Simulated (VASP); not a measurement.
# NbAs: single point with PBEsol

NbAs:

```
Nb As
1.0
     0.00000    2.60519    2.60519
     2.60519    0.00000    2.60519
     2.60519    2.60519    0.00000
Nb As
1 1
Direct
  0.50000 0.50000 0.50000
  0.97697 0.02303 0.02303
```

This cell differs from its parent crystal: atom 2 (As) moved 0.12 Å along x.

| Quantity | Value |
| --- | --- |
| Program | VASP 6.6.1 |
| Task | single point |
| Functional | PBEsol |
| Potentials or basis | VASP PAW PBE potentials, release 64 (Nb_sv, As) |
| Cutoff | 520 eV |
| k mesh | 10 × 10 × 10 |
| Occupations | gaussian, width 0.05 eV |
| Spin | no spin polarisation |
| Dipole correction | no |
| Further INCAR settings | ALGO = Normal; EDIFF = 1e-06; NBANDS = 16 |

```
Pressure               : 1.3 GPa
Largest force          : 0.999 eV/Å
Band gap on the k mesh : zero (band 9 reaches 10.65 eV, above the bottom of band 10 at 8.76 eV)
```

Forces in eV/Å, atoms in the order of the input:
```
Nb   0.999  0.000  0.000
As  -0.999  0.000  0.000
```

Stress tensor (GPa, compression positive):
```
 4.20  0.00  0.00
 0.00 -0.14  0.00
 0.00  0.00 -0.14
```

Levels at points of the mesh, in eV from the Fermi level:
```
           k point  band 6  band 7  band 8  band 9  band 10  band 11  band 12  band 13
(0.00, 0.00, 0.00)   -1.80   -1.80   -1.61   -1.38    -0.96     0.06     0.06     0.34
(0.50, 0.00, 0.00)   -7.15   -4.53   -4.52    0.59     0.60     1.52     3.10     6.46
(0.50, 0.50, 0.00)   -5.06   -3.66   -2.13   -1.86     0.13     1.29     1.32     2.57
(0.00, 0.50, 0.50)   -5.04   -3.47   -2.07   -2.07     0.05     1.29     1.29     2.45
```

Wall time 92 s on 1 thread of Intel Xeon 8259CL (shared host), peak memory 0.2 GiB.

Caveat: the cell differs from its parent crystal (atom 2 (As) moved 0.12 Å along x); the PAW data sets were made with another functional, which shifts forces and pressure a little.
